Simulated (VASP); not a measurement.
A run of VASP 6.6.1:

POSCAR

```
LiMg
1.0
    3.4308812107      0.0000000000      0.0000000000
    0.0000000000      3.4308812107      0.0000000000
    0.0000000000      0.0000000000      3.4308812107
Li Mg
1 1
Direct
    0.0000000000      0.0000000000      0.0000000000
    0.5000000000      0.5000000000      0.5000000000
```

INCAR.step1

```
PREC = Accurate ; ENCUT = 520
ISMEAR = 0 ; SIGMA = 0.05
LREAL = F ; LASPH = T
NELM = 60 ; NBANDS = 10
GGA = PE ; ALGO = Normal
EDIFF = 1E-4 ; LWAVE = T
LCHARG = F
```

INCAR.step2

```
PREC = Accurate ; ENCUT = 520
EDIFF = 1E-7 ; ISMEAR = 0
SIGMA = 0.05 ; LREAL = F
LASPH = T ; NELM = 60
ALGO = Normal ; ISIF = 2
LWAVE = F ; LCHARG = T
METAGGA = R2SCAN ; LMIXTAU = T
LELF = T ; LVHAR = T
NBANDS = 10 ; ISTART = 1
```

Contents of KPOINTS:

```
Automatic mesh
0
Gamma
  14 14 14
```

Potentials or basis: VASP PAW PBE potentials, release 64 (Li_sv, Mg).

Command:

```console
$ cat potpaw_PBE.64/Li_sv/POTCAR potpaw_PBE.64/Mg/POTCAR > POTCAR
$ cp INCAR.step1 INCAR
$ mpirun -np 1 vasp_std > vasp.out
$ cp INCAR.step2 INCAR
$ mpirun -np 1 vasp_std > vasp.out
```

Hardware: 1 thread of Intel(R) Xeon(R) 6975P-C (Granite Rapids), on a shared host.

Estimate the wall time of this run.

It took 110 s on 1 thread of Intel(R) Xeon(R) 6975P-C (Granite Rapids) (shared host), peak memory 0.2 GiB. Counts: k points 120.
